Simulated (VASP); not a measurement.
A run of VASP 6.6.1 is set up as follows.

Contents of POSCAR:

```
KMgF3
1.0
    3.7032807874      0.0000000000      0.0000000000
    0.0000000000      3.7032807874      0.0000000000
    0.0000000000      0.0000000000      3.7032807874
K Mg F
1 1 3
Direct
    0.5000000000      0.5000000000      0.5000000000
    0.0000000000      0.0000000000      0.0000000000
    0.5000000000      0.0000000000      0.0000000000
    0.0000000000      0.5000000000      0.0000000000
    0.0000000000      0.0000000000      0.5000000000
```

INCAR.step1

```
ALGO = Normal
EDIFF = 1E-4
ENCUT = 520
GGA = PE
ISMEAR = 0
LASPH = True
LCHARG = False
LREAL = False
LWAVE = True
NBANDS = 24
NELM = 80
PREC = Accurate
SIGMA = 0.01
```

INCAR.step2

```
ALGO = Normal
EDIFF = 1E-6
ENCUT = 520
ISIF = 2
ISMEAR = 0
ISTART = 1
LASPH = True
LCHARG = False
LMIXTAU = True
LREAL = False
LWAVE = False
METAGGA = R2SCAN
NBANDS = 24
NELM = 80
PREC = Accurate
SIGMA = 0.01
```

File KPOINTS:

```
k-points
0
Gamma
  6 6 6
```

Potentials or basis: VASP PAW PBE potentials, release 64 (K_sv, Mg, F).

Command:

```console
$ cat potpaw_PBE.64/K_sv/POTCAR potpaw_PBE.64/Mg/POTCAR potpaw_PBE.64/F/POTCAR > POTCAR
$ cp INCAR.step1 INCAR
$ mpirun -np 1 vasp_std > vasp.out
$ cp INCAR.step2 INCAR
$ mpirun -np 1 vasp_std > vasp.out
```

(1) Estimate the band gap on the k mesh.

(2) What does it give for the pressure?

Results:

(1) 10.26 eV, indirect (least direct gap 10.55 eV).

(2) 27.3 GPa.

Caveat: the PAW data sets were made with another functional, which shifts forces and pressure a little.
